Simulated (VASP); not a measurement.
Here is a VASP 6.6.1 calculation.

The input INCAR:

```
SYSTEM = Zn4SO3
PREC = Accurate
ENCUT = 520
EDIFF = 1E-6
ISMEAR = 0
SIGMA = 0.1
LREAL = .FALSE.
LASPH = .TRUE.
NELM = 60
ALGO = Normal
ISIF = 2
LWAVE = .FALSE.
LCHARG = .FALSE.
GGA = PE
NBANDS = 46
```

KPOINTS

```
Automatic mesh
0
G
  12 12 4
  0 0 0
```

POSCAR

```
Zn4SO3
1.0
    3.4236971711      0.0000000000      0.0000000000
   -1.7118485855      2.9650087250      0.0000000000
    0.0000000000      0.0000000000     11.1011806000
Zn S O
4 1 3
Direct
    0.6666666667      0.3333333333      0.0320510000
    0.6666666667      0.3333333333      0.4917760000
    0.0000000000      0.0000000000      0.2620520000
    0.0000000000      0.0000000000      0.7232950000
    0.0000000000      0.0000000000      0.9356130000
    0.6666666667      0.3333333333      0.2112260000
    0.6666666667      0.3333333333      0.6720480000
    0.0000000000      0.0000000000      0.4419390000
```

Potentials or basis: VASP PAW PBE potentials, release 64 (Zn, S, O).

Run with:

```console
$ cat potpaw_PBE.64/Zn/POTCAR potpaw_PBE.64/S/POTCAR potpaw_PBE.64/O/POTCAR > POTCAR
$ mpirun -np 1 vasp_std > vasp.out
```

Problem. Estimate the largest force.

Solution. 0.040 eV/Å.

Problem. Estimate the pressure.

Solution. 0.6 GPa.

Problem. Estimate the band gap on the k mesh.

Solution. Zero (band 36 reaches 2.55 eV, above the bottom of band 37 at 2.44 eV).

Forces on the atoms (eV/Å):
```
Zn   0.000  0.000 -0.040
Zn   0.000  0.000 -0.018
Zn   0.000  0.000 -0.023
Zn   0.000  0.000  0.023
S    0.000  0.000 -0.012
O    0.000  0.000  0.020
O    0.000  0.000  0.029
O    0.000  0.000  0.021
```
